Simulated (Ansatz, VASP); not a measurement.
## BAs in VASP and in Ansatz

Contents of INCAR:

```
  PREC = Accurate
  ENCUT = 500
  EDIFF = 1E-6
  ISMEAR = 0
  SIGMA = 0.02
  LREAL = F
  LASPH = T
  NELM = 120
  ALGO = Normal
  ISIF = 2
  LWAVE = F
  LCHARG = F
  GGA = PE
  NBANDS = 11
  GGA_COMPAT = F
```

The input KPOINTS:

```
Automatic mesh
0
Gamma
  10 10 10
```

Contents of POSCAR:

```
BAs
1.0
    0.0000000000      2.3555282788      2.3555282788
    2.3555282788      0.0000000000      2.3555282788
    2.3555282788      2.3555282788      0.0000000000
B As
1 1
Direct
    0.0000000000      0.0000000000      0.0000000000
    0.2500000000      0.2500000000      0.2500000000
```

Input for Ansatz:

```yaml
crystal:
  lattice:
    - [0.0, 2.3555282788, 2.3555282788]
    - [2.3555282788, 0.0, 2.3555282788]
    - [2.3555282788, 2.3555282788, 0.0]
  atoms:
    - { symbol: B, position: [0.0, 0.0, 0.0] }
    - { symbol: As, position: [0.25, 0.25, 0.25] }
basis:
  ecutwfc: 420
kpoints:
  mp_grid: { grid: [10, 10, 10] }
hamiltonian:
  xc: pbe
scf:
  occupations: { method: gaussian, width: 0.02 }
output:
  forces: true
  stress: true
  eigenvalues: true
```

Alike in both runs: task single point; functional PBE; k mesh 10 × 10 × 10; occupations gaussian, width 0.02 eV; no spin polarisation.

```csv
,VASP,Ansatz
version,VASP 6.6.1,Ansatz 0.2.0
potentials or method,"VASP PAW PBE potentials, release 64 (B, As), cutoff 500 eV","scalar-relativistic, plane waves, PAW"
valence electrons in the cell,8,18
```

|  | VASP | Ansatz | Ansatz less VASP |
| --- | --- | --- | --- |
| gap on the k mesh at the Fermi level (eV) | 1.13 | 1.14 | +0.010 |
| least direct gap on the mesh (eV) | 3.33 | 3.33 | +0.004 |
| pressure (GPa) | 10.0 | 9.2 | -0.81 |

VASP's potentials hold 8 valence electrons a cell and Ansatz's 18, so a difference there can come from the potentials and not from the codes.
